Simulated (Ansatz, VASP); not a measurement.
## CaSe: VASP beside Ansatz

The input INCAR:

```
PREC = Accurate ; ENCUT = 520
EDIFF = 1E-7 ; ISMEAR = -1
SIGMA = 0.05 ; LREAL = False
LASPH = True ; NELM = 60
ALGO = Normal ; ISIF = 2
LWAVE = False ; LCHARG = True
GGA = CA ; LELF = True
LVHAR = True ; NBANDS = 15
```

File KPOINTS:

```
Automatic mesh
0
Gamma
  8 8 8
```

POSCAR

```
CaSe
1.0
    0.0000000000      3.0139755031      3.0139755031
    3.0139755031      0.0000000000      3.0139755031
    3.0139755031      3.0139755031      0.0000000000
Se Ca
1 1
Direct
    0.5000000000      0.5000000000      0.5000000000
    0.0000000000      0.0000000000      0.0000000000
```

input.yaml

```yaml
crystal:
  lattice:
    - [0.0, 3.0139755031, 3.0139755031]
    - [3.0139755031, 0.0, 3.0139755031]
    - [3.0139755031, 3.0139755031, 0.0]
  atoms:
    - { symbol: Se, position: [0.5, 0.5, 0.5] }
    - { symbol: Ca, position: [0.0, 0.0, 0.0] }
hamiltonian:
  xc: lda
  pseudopotentials: { kind: paw }
kpoints:
  mp_grid: { grid: [8, 8, 8] }
scf:
  occupations: { method: fermi_dirac, width: 0.05 }
output:
  forces: true
  stress: true
  eigenvalues: true
  write_density: true
  write_potential: true
  elf: true
  volumetric_format: npy
```

Alike in both runs: task single point; functional LDA; k mesh 8 × 8 × 8; occupations fermi-dirac, width 0.05 eV; no spin polarisation.

|  | VASP | Ansatz |
| --- | --- | --- |
| version | VASP 6.6.1 | Ansatz 0.2.0 |
| potentials or method | VASP PAW LDA potentials, release 64 (Se, Ca_sv) | Ansatz PAW |
| plane-wave cutoff (eV) | 520 | 420 |
| valence electrons in the cell | 16 | 26 |

|  | VASP | Ansatz | Ansatz less VASP |
| --- | --- | --- | --- |
| gap on the k mesh at the Fermi level (eV) | 1.99 | 2.00 | +0.014 |
| least direct gap on the mesh (eV) | 2.81 | 2.79 | -0.019 |
| pressure (GPa) | -5.2 | -5.4 | -0.17 |

LDA's correlation is that of Perdew and Zunger in VASP and of Perdew and Wang (1992) in Ansatz. VASP's potentials hold 16 valence electrons a cell and Ansatz's 26, so a difference there can come from the potentials and not from the codes.
